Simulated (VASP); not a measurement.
A run of VASP 6.6.1:

INCAR

```
SYSTEM = Tl
PREC     = Accurate       ! precision mode
ENCUT    = 520            ! plane-wave cutoff, eV
EDIFF    = 1E-6           ! SCF threshold, eV
ISMEAR   = -1             ! smearing method
SIGMA    = 0.1            ! smearing width, eV
LREAL    = .False.        ! projectors in reciprocal space
LASPH    = .True.         ! aspherical terms in the spheres
NELM     = 100            ! most SCF steps
ALGO     = Normal         ! electronic algorithm
ISIF     = 2              ! what is computed and relaxed
LWAVE    = .False.        ! write WAVECAR
LCHARG   = .False.        ! write CHGCAR
NBANDS   = 34             ! bands
```

KPOINTS

```
Automatic mesh
0
Gamma
  12 12 4
  0 0 0
```

File POSCAR:

```
Tl
1.0
    3.3783014893      0.0000000000      0.0000000000
   -1.6891507447      2.9256949114      0.0000000000
    0.0000000000      0.0000000000     10.9773212698
Tl
4
Direct
    1.0000000000      1.0000000000      0.0000000000
    1.0000000000      1.0000000000      0.5000000000
    0.3333333333      0.6666666667      0.2500000000
    0.6666666667      0.3333333333      0.7500000000
```

Potentials or basis: VASP PAW LDA potentials, release 64 (Tl_d).

The run is started by

```console
$ cat potpaw_LDA.64/Tl_d/POTCAR > POTCAR
$ mpirun -np 1 vasp_std > vasp.out
```

Hardware: 1 thread of AMD EPYC 7R13 (shared host).

Problem. How long does it take, and how much memory?

Solution. Run time: 4 min on 1 thread of AMD EPYC 7R13, with other jobs on the host, peak memory 0.26 GiB. Counts: scf iterations 12, k points 57.
